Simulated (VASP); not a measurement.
Wanted: the native input for a VASP 6.6.1 run.

```yaml
Task: relaxation of cell and atoms
Functional: PBE
Potentials_or_basis: VASP PAW PBE potentials, release 64 (Lu, Sr_sv, S)
Cutoff: 600 eV
k_mesh: 7 × 7 × 7
Occupations: fermi-dirac, width 0.1 eV
Spin: no spin polarisation
Dipole_correction: no
Further_INCAR_settings: ALGO = Normal; EDIFF = 1e-07; IBRION = 2; EDIFFG = -0.03; NSW = 80; ISIF = 3
```

The structure of SrLuS2 lies in POSCAR:

```
SrLuS2
1.0
    3.8390080000      0.0000000000      0.0000000000
   -1.9195040000      3.3246840000      0.0000000000
   -1.9195040000      1.1082280000      7.0872720000
Lu Sr S
1 1 2
Direct
    0.5000000000      0.5000000000      0.5000000000
    0.0000000000      0.0000000000      0.0000000000
    0.2336900000      0.7663100000      0.7010700000
    0.7663100000      0.2336900000      0.2989300000
```

These files were run (other wordings do the same):

INCAR

```
ALGO = Normal
EDIFF = 1E-7
EDIFFG = -0.03
ENCUT = 600
GGA = PE
IBRION = 2
ISIF = 3
ISMEAR = -1
LASPH = T
LCHARG = F
LREAL = F
LWAVE = F
NELM = 60
NSW = 80
PREC = Accurate
SIGMA = 0.1
```

KPOINTS

```
k-points
0
Gamma
  7 7 7
```

Potentials or basis: VASP PAW PBE potentials, release 64 (Lu, Sr_sv, S).

Run with:

```sh
$ cat potpaw_PBE.64/Lu/POTCAR potpaw_PBE.64/Sr_sv/POTCAR potpaw_PBE.64/S/POTCAR > POTCAR
$ mpirun -np 1 vasp_std > vasp.out
```

It gave:

```
Relaxed volume                        : 23.06 Å³/atom
Relaxed cell                          : a = 3.984 Å, b = 3.984 Å, c = 7.095 Å, α = 73.70°, β = 106.30°, γ = 120.00°
Space group after relaxing (to 0.1 Å) : R-3m (No. 166)
Energy gained by relaxing             : 74.7 meV/atom
Ionic steps                           : 8
Pressure after relaxing               : -0.1 GPa
Largest force after relaxing          : 0.019 eV/Å
Band gap on the k mesh                : zero (an odd number of electrons rules out a gap without spin polarisation)
```

Caveat: spin-orbit coupling is left out, which moves the levels of the heavy elements.

Run time: 14 min on 1 thread of Intel(R) Xeon(R) Platinum 8488C (Sapphire Rapids), with other jobs on the host, peak memory 0.35 GiB.
